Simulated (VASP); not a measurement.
# ZnS (Cm) in VASP: a series of runs, part 2 of 2

VASP 6.6.1. The steps go on from the part before.

## 3. Single point, PBE (atom 2 (S) moved by (-0.300, -0.300) A along [1 1 0] and z)

Contents of INCAR:

```
ALGO = Normal
EDIFF = 1E-7
ENCUT = 520
GGA = PE
ISIF = 2
ISMEAR = 0
LASPH = True
LCHARG = False
LREAL = False
LWAVE = False
NBANDS = 16
NELM = 60
PREC = Accurate
SIGMA = 0.05
```

Contents of KPOINTS:

```
k-points
0
Gamma
  8 8 8
```

Contents of POSCAR:

```
ZnS
1.0
    0.0000000000      2.7215639846      2.7215639846
    2.7215639846      0.0000000000      2.7215639846
    2.7215639846      2.7215639846      0.0000000000
Zn S
1 1
Direct
    0.0000000000      0.0000000000      0.0000000000
    0.6948846322      0.6948846322      0.7271704672
```

Potentials or basis: VASP PAW PBE potentials, release 64 (Zn, S).

Launch:

```
cat potpaw_PBE.64/Zn/POTCAR potpaw_PBE.64/S/POTCAR > POTCAR
mpirun -np 1 vasp_std > vasp.out
```

OUTCAR:

```text
EDIFF = 1E-7
   ENCUT = 520
   GGA = PE
   ISIF = 2
   ISMEAR = 0
   LASPH = True
   LREAL = False
   NELM = 60
   PREC = Accurate

 ion  position               nearest neighbor table
   1  0.000  0.000  0.000-   2 2.22   2 2.22   2 2.32   2 2.78
   2  0.695  0.695  0.727-   1 2.22   1 2.22   1 2.32   1 2.78

  LATTYP: Found a face centered cubic cell.
 ALAT       =     5.4431279692

  Lattice vectors:

 A1 = (   0.0000000000,   2.7215639846,   2.7215639846)
 A2 = (   2.7215639846,   0.0000000000,   2.7215639846)
 A3 = (   2.7215639846,   2.7215639846,   0.0000000000)

Analysis of symmetry for initial positions (statically):
=====================================================================
 Subroutine PRICEL returns:
 Original cell was already a primitive cell.

 Routine SETGRP: Setting up the symmetry group for a
 face centered cubic supercell.

 Subroutine GETGRP returns: Found  2 space group operations
 (whereof  2 operations were pure point group operations)
 out of a pool of 48 trial point group operations.

The static configuration has the point symmetry C_1h.

Analysis of symmetry for dynamics (positions and initial velocities):
=====================================================================
 Subroutine PRICEL returns:
 Original cell was already a primitive cell.

 Routine SETGRP: Setting up the symmetry group for a
 face centered cubic supercell.

 Subroutine GETGRP returns: Found  2 space group operations
 (whereof  2 operations were pure point group operations)
 out of a pool of 48 trial point group operations.

The dynamic configuration has the point symmetry C_1h.

 Subroutine INISYM returns: Found  2 space group operations
 (whereof  2 operations are pure point group operations),
 and found     1 'primitive' translations

----------------------------------------------------------------------------------------

                                     Primitive cell

[... 104 lines left out ...]
   EFERMI =   0.00;   METHOD = LEGACY
   ISMEAR =     0;   SIGMA  =   0.05  broadening in eV -4-tet -1-fermi 0-gaus
   EFERMI_NEDOS =   21; number of points for ismear=-14 and -15
   IALGO  =     38    algorithm
   IMIX   =      4    mixing-type and parameters
     AMIX     =   0.40;   BMIX     =  1.00
     AMIX_MAG =   1.60;   BMIX_MAG =  1.00
  volume/ion in A,a.u.               =      20.16       136.04
  Fermi-wavevector in a.u.,A,eV,Ry     =   1.251230  2.364482 21.300959  1.565576
  Thomas-Fermi vector in A             =   2.385187
   LORBIT       =      0    0 simple, 1 ext, 2 COOP (PROOUT), +10 PAW based schemes
   GGA     = PE    functional components
   LHFCALC =     F    Hartree Fock is set to
   AEXX    =    0.0000 exact exchange contribution
   IVDW    =     0    specifies the selected vdW correction
   LEPSILON=     F    determine dielectric tensor
   LRPA    =     F    only Hartree local field effects (RPA)
 non-spin polarized calculation
 Gauss-broadening in eV      SIGMA  =   0.05
  energy-cutoff  :      520.00
  volume of cell :       40.32
 maximum number of plane-waves:      1106
 NGX is ok and might be reduce to    30
   NGX = 15   NGY = 15   NGZ = 15

 number of electron      18.0000009 magnetization

 Free energy of the ion-electron system (eV)
  ---------------------------------------------------
  ext. energy  EPLUGINS =         0.00000000
  ---------------------------------------------------
  free energy    TOTEN  =        -6.58137839 eV

  energy without entropy =       -6.58137839  energy(sigma->0) =       -6.58137839

 E-fermi :   2.1971     XC(G=0):  -9.5304

 val. band max:        1.9448608316   @ k =   0.0000   0.0000   0.0000
 cond. band min:       3.9744413548   @ k =   0.0000   0.0000   0.0000
 fundamental gap:      2.0295805231
 Fermi energy:         2.1970506805

 k-point     1 :       0.0000    0.0000    0.0000
  band No.  band energies     occupation
      1     -11.1784      2.00000
      2      -4.7158      2.00000
      3      -4.6502      2.00000
      4      -4.2224      2.00000
      5      -4.0728      2.00000
      6      -4.0576      2.00000
[... 433 lines left out ...]
      3      -4.4181      2.00000
      4      -4.2277      2.00000
      5      -4.0745      2.00000
      6      -3.9902      2.00000
[... 8 lines left out ...]
     15      14.5812      0.00000
     16      14.8543      0.00000

 [... further k-points ...]
[... 5 lines left out ...]
  --------------------------------------------------------------------------------------
  -------------------------------------------------------------------------------------
  Total        0.9407587      0.9407587      0.5507654     -0.9881634     -0.2544228     -0.2544226
  in kB       37.3855004     37.3855004     21.8872710    -39.2693480    -10.1106927    -10.1106864
  external PRESSURE =      32.2194239 kB  Pullay stress =       0.0000000 kB

 VOLUME and BASIS-vectors are now :
 -----------------------------------------------------------------------------
  energy-cutoff  :      520.00
  volume of cell :       40.32
      direct lattice vectors                 reciprocal lattice vectors
     0.000000000  2.721563985  2.721563985    -0.183717893  0.183717893  0.183717893
     2.721563985  0.000000000  2.721563985     0.183717893 -0.183717893  0.183717893
     2.721563985  2.721563985  0.000000000     0.183717893  0.183717893 -0.183717893

 POSITION                                       TOTAL-FORCE (eV/Angst)
 -----------------------------------------------------------------------------------
      0.00000      0.00000      0.00000        -0.208050     -0.208050     -0.981899
      3.87021      3.87021      3.78235         0.208050      0.208050      0.981899
 -----------------------------------------------------------------------------------
    total drift:                                0.000002      0.000002      0.000061

  FREE ENERGIE OF THE ION-ELECTRON SYSTEM (eV)
  ---------------------------------------------------
  free  energy   TOTEN  =        -6.5813783907 eV

  energy  without entropy=       -6.5813783907  energy(sigma->0) =       -6.58137839
```

OSZICAR:

```text
N       E                     dE             d eps       ncg     rms          rms(c)
DAV:   1     0.901524937484E+02    0.90152E+02   -0.89895E+03  4808   0.134E+03
DAV:   2    -0.104263698385E+01   -0.91195E+02   -0.84932E+02  5424   0.260E+02
DAV:   3    -0.701685318035E+01   -0.59742E+01   -0.59487E+01  6104   0.648E+01
DAV:   4    -0.707980187461E+01   -0.62949E-01   -0.62935E-01  5768   0.691E+00
DAV:   5    -0.708055362301E+01   -0.75175E-03   -0.75173E-03  6216   0.722E-01    0.715E+00
DAV:   6    -0.660685277403E+01    0.47370E+00   -0.87186E-01  7352   0.322E+01    0.557E+00
DAV:   7    -0.658240661468E+01    0.24446E-01   -0.29968E-01  6096   0.491E+00    0.286E+00
DAV:   8    -0.658099511614E+01    0.14115E-02   -0.61611E-03  6024   0.103E+00    0.812E-01
DAV:   9    -0.658120472007E+01   -0.20960E-03   -0.17762E-03  6160   0.355E-01    0.117E-01
DAV:  10    -0.658137150560E+01   -0.16679E-03   -0.18458E-04  5928   0.112E-01    0.473E-02
DAV:  11    -0.658137752193E+01   -0.60163E-05   -0.16316E-05  6192   0.422E-02    0.688E-03
DAV:  12    -0.658137817379E+01   -0.65186E-06   -0.31449E-06  6008   0.130E-02    0.306E-03
DAV:  13    -0.658137840043E+01   -0.22664E-06   -0.42836E-07  5928   0.496E-03    0.170E-03
DAV:  14    -0.658137839074E+01    0.96898E-08   -0.30132E-08  5128   0.297E-03
   1 F= -.65813784E+01 E0= -.65813784E+01  d E =-.492925E-15
```

Run time: 2.9 min. Hardware: 1 thread of Intel Xeon 8259CL, shared host; peak memory 0.24 GiB.

Results:

| Item | Value |
| --- | --- |
| Free energy | -6.5814 eV |
| Pressure | 3.2 GPa |
| Largest force | 1.025 eV/Å |
| Band gap on the k mesh | 2.03 eV |

Forces in eV/Å, atoms in the order of the input:
```
Zn  -0.208 -0.208 -0.982
S    0.208  0.208  0.982
```

Stress tensor (GPa, compression positive):
```
 3.74 -3.93 -1.01
-3.93  3.74 -1.01
-1.01 -1.01  2.19
```

Caveat: the cell differs from its parent crystal (atom 2 (S) moved by (-0.300, -0.300) A along [1 1 0] and z); the cell stands under pressure; forces of over 1 eV/Å act on the atoms, so gaps and moduli don't describe the material at rest.

## 4. Single point, PBE (atom 2 (S) moved by (-0.300, +0.300) A along [1 1 0] and z)

Contents of INCAR:

```
SYSTEM = ZnS
PREC = Accurate
ENCUT = 520
EDIFF = 1E-6
ISMEAR = 0
SIGMA = 0.05
LREAL = .False.
LASPH = .True.
NELM = 100
ALGO = Normal
ISIF = 2
LWAVE = .False.
LCHARG = .False.
GGA = PE
NBANDS = 16
```

Contents of KPOINTS:

```
regular mesh
0
Gamma
  8 8 8
  0 0 0
```

POSCAR: that of step 3 with these lines changed.

```diff
@@ -9,2 +9,2 @@
     0.0000000000      0.0000000000      0.0000000000
-    0.6948846322      0.6948846322      0.7271704672
+    0.8051153678      0.8051153678      0.6169397316
```

Launch:

```
cat potpaw_PBE.64/Zn/POTCAR potpaw_PBE.64/S/POTCAR > POTCAR
mpirun -np 1 vasp_std > vasp.out
```

It took 2.5 min on 1 thread of Intel Xeon 8259CL, shared host; peak memory 0.24 GiB.

It converged, with:

```
Free energy            : -5.9328 eV
Pressure               : 9.9 GPa
Largest force          : 5.944 eV/Å
Band gap on the k mesh : 1.88 eV
```

Forces on the atoms (eV/Å):
```
Zn  -3.458 -3.458  3.379
S    3.458  3.458 -3.379
```

Stress tensor (GPa, compression positive):
```
 10.58  13.43 -12.43
 13.43  10.58 -12.43
-12.43 -12.43   8.48
```

Levels at points of the mesh, in eV from the valence-band top:
| k point | band 7 | band 8 | band 9 | band 10 | band 11 | band 12 |
| --- | --- | --- | --- | --- | --- | --- |
| (0.00, 0.00, 0.00) | -0.87 | -0.04 | 0.00 | 1.88 | 6.03 | 6.19 |
| (0.50, 0.00, 0.00) | -4.85 | -1.50 | -0.37 | 2.77 | 5.53 | 7.71 |
| (0.00, 0.00, 0.50) | -5.78 | -1.34 | -1.11 | 3.76 | 7.02 | 7.44 |
| (0.50, 0.50, 0.50) | -5.04 | -1.48 | -0.37 | 2.88 | 5.57 | 7.90 |
| (0.50, 0.50, 0.00) | -4.59 | -2.27 | -2.22 | 2.66 | 4.22 | 10.23 |
| (0.00, 0.50, 0.50) | -4.67 | -2.33 | -2.04 | 2.75 | 4.05 | 10.27 |

Caveat: the cell differs from its parent crystal (atom 2 (S) moved by (-0.300, +0.300) A along [1 1 0] and z); the cell stands under pressure; forces of over 1 eV/Å act on the atoms, so gaps and moduli don't describe the material at rest.

## 5. Overview

| cell | gap on the mesh (eV) | pressure (GPa) | largest force (eV/Å) |
| --- | --- | --- | --- |
| as given, atomic positions A | 1.77 | 34.5 | 18.05 |
| as given, atomic positions B | 2.03 | 3.2 | 1.03 |
| as given, atomic positions C | 1.88 | 9.9 | 5.94 |

Alike in all rows: task single point; level PBE; potentials or basis VASP PAW PBE potentials, release 64 (Zn, S); no spin polarisation; k mesh 8 × 8 × 8; cutoff (eV) 520; smearing gaussian 0.05 eV.

Caveats: the cell stands under pressure; forces of over 1 eV/Å act on the atoms, so gaps and moduli don't describe the material at rest.

Absolute energies hang on the potentials; compare differences alone.
